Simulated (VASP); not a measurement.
Set up this calculation in VASP 6.6.1, as the native input.

- Task: single point
- Functional: PBE
- Potentials or basis: VASP PAW PBE potentials, release 64 (Cu_sv_GW, F_h)
- Cutoff: 1350 eV
- k mesh: 6 × 6 × 4
- Occupations: fermi-dirac, width 0.02 eV
- Spin: no spin polarisation
- Dipole correction: no
- Further INCAR settings: ALGO = Normal; EDIFF = 1e-06; NBANDS = 34

The structure of CuF lies in POSCAR:

```
CuF
1.0
    3.5086571495      0.0000000000      0.0000000000
   -1.7543285748      3.0385862246      0.0000000000
    0.0000000000      0.0000000000      5.0825198930
Cu F
2 2
Direct
    0.3333333333      0.6666666667      0.2500000000
    0.6666666667      0.3333333333      0.7500000000
    0.6666666667      0.3333333333      0.2500000000
    0.3333333333      0.6666666667      0.7500000000
```

The input as run:

INCAR

```
  PREC = Accurate
  ENCUT = 1350
  EDIFF = 1E-6
  ISMEAR = -1
  SIGMA = 0.02
  LREAL = False
  LASPH = True
  NELM = 120
  ALGO = Normal
  ISIF = 2
  LWAVE = False
  LCHARG = False
  GGA = PE
  NBANDS = 34
  GGA_COMPAT = False
```

KPOINTS

```
Automatic mesh
0
Gamma
  6 6 4
```

Potentials or basis: VASP PAW PBE potentials, release 64 (Cu_sv_GW, F_h).

Run with:

```sh
$ cat potpaw_PBE.64/Cu_sv_GW/POTCAR potpaw_PBE.64/F_h/POTCAR > POTCAR
$ mpirun -np 1 vasp_std > vasp.out
```

It gave:

| Quantity | Value |
| --- | --- |
| Pressure | 4.2 GPa |
| Band gap on the k mesh | zero (bands 26 and 27 overlap by 0.03 eV) |

Caveat: the cell stands under pressure; semilocal functionals underestimate gaps, and a narrow one can read as zero.

Run time: 110 s on 1 thread of Intel(R) Xeon(R) 6975P-C (Granite Rapids), with other jobs on the host, peak memory 0.43 GiB.
